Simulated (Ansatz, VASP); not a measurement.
# One calculation of P, two programs

File INCAR:

```
SYSTEM = P
  PREC = Accurate
  ENCUT = 520
  EDIFF = 1E-7
  ISMEAR = 0
  SIGMA = 0.15
  LREAL = .FALSE.
  LASPH = .TRUE.
  NELM = 80
  ALGO = Normal
  ISIF = 2
  LWAVE = .FALSE.
  LCHARG = .FALSE.
  GGA = PE
  IVDW = 12
  NBANDS = 12
```

KPOINTS

```
regular mesh
0
G
  24 24 24
  0 0 0
```

File POSCAR:

```
P
1.0
    1.7309892891      0.9894922100      2.9189069803
   -1.7309892891      0.9894922100      2.9189069803
    0.0000000000     -1.9789844199      2.9189069803
P
2
Direct
    0.2336660455      0.2336660455      0.2336660455
    0.7663339545      0.7663339545      0.7663339545
```

Input for Ansatz:

```yaml
crystal:
  lattice:
    - [1.7309892891, 0.98949221, 2.9189069803]
    - [-1.7309892891, 0.98949221, 2.9189069803]
    - [0.0, -1.9789844199, 2.9189069803]
  atoms:
    - { symbol: P, position: [0.2336660455, 0.2336660455, 0.2336660455] }
    - { symbol: P, position: [0.7663339545, 0.7663339545, 0.7663339545] }
basis:
  ecutwfc: 420
kpoints:
  mp_grid: { grid: [24, 24, 24] }
hamiltonian:
  xc: pbe
  dispersion: d3bj
scf:
  occupations: { method: gaussian, width: 0.15 }
output:
  forces: true
  stress: true
  eigenvalues: true
```

Change from the starting cell: strain +0.0100 x Voigt [1, 0, 0, 0, 0, 0], atoms carried along.

Alike in both runs: task single point; functional PBE; dispersion D3(BJ); k mesh 24 × 24 × 24; occupations gaussian, width 0.15 eV; no spin polarisation.

```csv
,VASP,Ansatz
version,VASP 6.6.1,Ansatz 0.2.0
potentials or method,"VASP PAW PBE potentials, release 64 (P), cutoff 520 eV","scalar-relativistic, plane waves, PAW"
valence electrons in the cell,10,10
```

```csv
,VASP,Ansatz,Ansatz less VASP
gap on the k mesh at the Fermi level (eV),none,none,-
pressure (GPa),-1.6,-1.3,+0.29
"traceless stress, the component that is largest in VASP (GPa)",-1.00,-0.94,+0.060
rms of the force components (eV/Å),0.040,0.014,-0.0259
```

Atom by atom the forces differ by 0.027 eV/Å (rms over components). A gap of «none» marks a metal or a gap that the smearing closes.
